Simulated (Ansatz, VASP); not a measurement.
**Two plane-wave programs on TaWC2**

Contents of INCAR:

```
  PREC = Accurate
  ENCUT = 520
  EDIFF = 1E-7
  ISMEAR = -1
  SIGMA = 0.05
  LREAL = False
  LASPH = True
  NELM = 80
  ALGO = Normal
  ISIF = 2
  LWAVE = False
  LCHARG = False
  GGA = PE
  NBANDS = 24
```

KPOINTS

```
Automatic mesh
0
Gamma
  10 10 10
```

Contents of POSCAR:

```
TaWC2
1.0
    1.5613054648      0.9014201304      5.0673795820
   -1.5613054648      0.9014201304      5.0673795820
    0.0000000000     -1.8028402609      5.0673795820
W Ta C
1 1 2
Direct
    0.0000000000      0.0000000000      0.0000000000
    0.5000000000      0.5000000000      0.5000000000
    0.2509330000      0.2509330000      0.2509330000
    0.7490670000      0.7490670000      0.7490670000
```

The input input.yaml:

```yaml
crystal:
  lattice:
    - [1.5613054648, 0.9014201304, 5.067379582]
    - [-1.5613054648, 0.9014201304, 5.067379582]
    - [0.0, -1.8028402609, 5.067379582]
  atoms:
    - { symbol: W, position: [0.0, 0.0, 0.0] }
    - { symbol: Ta, position: [0.5, 0.5, 0.5] }
    - { symbol: C, position: [0.250933, 0.250933, 0.250933] }
    - { symbol: C, position: [0.749067, 0.749067, 0.749067] }
hamiltonian:
  xc: pbe
  pseudopotentials: { kind: paw }
kpoints:
  mp_grid: { grid: [10, 10, 10] }
scf:
  occupations: { method: fermi_dirac, width: 0.05 }
output:
  forces: true
  stress: true
  eigenvalues: true
```

Alike in both runs: task single point; functional PBE; k mesh 10 × 10 × 10; occupations fermi-dirac, width 0.05 eV; no spin polarisation.

|  | VASP | Ansatz |
| --- | --- | --- |
| version | VASP 6.6.1 | Ansatz 0.2.0 |
| potentials or method | VASP PAW PBE potentials, release 64 (W_sv, Ta_pv, C) | Ansatz PAW |
| plane-wave cutoff (eV) | 520 | 420 |
| valence electrons in the cell | 33 | 35 |

```csv
,VASP,Ansatz,Ansatz less VASP
gap on the k mesh at the Fermi level (eV),none,none,-
pressure (GPa),5.3,4.5,-0.83
"traceless stress, the component that is largest in VASP (GPa)",0.08,0.05,-0.031
rms of the force components (eV/Å),0.029,0.025,-0.0037
```

Atom by atom the forces differ by 0.004 eV/Å (rms over components). A gap of «none» marks a metal or a gap that the smearing closes. VASP's potentials hold 33 valence electrons a cell and Ansatz's 35, so a difference there can come from the potentials and not from the codes.

Neither program's run includes spin-orbit coupling.
